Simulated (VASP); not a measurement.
Runs of VASP 6.6.1 on BN (Qingsongite). The structure is that of space group F-43m (No. 216), or close to it. The cells are those of the table. 

```csv
cell,gap on the mesh (eV),pressure (GPa)
"a = 2.639 Å, angles 60.0°, 2 atoms",4.35,-27.6
"a = 2.535 Å, angles 60.0°, 2 atoms",4.49,13.5
"a = 2.619 Å, angles 60.0°, 2 atoms",(d),-21.1
"a = 2.468 Å, angles 60.0°, 2 atoms",(a),52.4
"a = 2.577 Å, angles 60.0°, 2 atoms",(b),-5.8
"a = 2.598 Å, angles 60.0°, 2 atoms",4.41,-13.9
"a = 2.513 Å, angles 60.0°, 2 atoms",4.51,25.0
"a = 2.491 Å, angles 60.0°, 2 atoms",(c),37.9
"a = 2.556 Å, angles 60.0°, 2 atoms",4.46,3.3
```

Alike in all rows: task single point; level PBE; potentials or basis VASP PAW PBE potentials, release 64 (B, N); no spin polarisation; k mesh 10 × 10 × 10; cutoff (eV) 520; smearing gaussian 0.01 eV.

Fill in the values left out.

(a) 4.56; (b) 4.43; (c) 4.54; (d) 4.38.

A k mesh can miss the band edges.
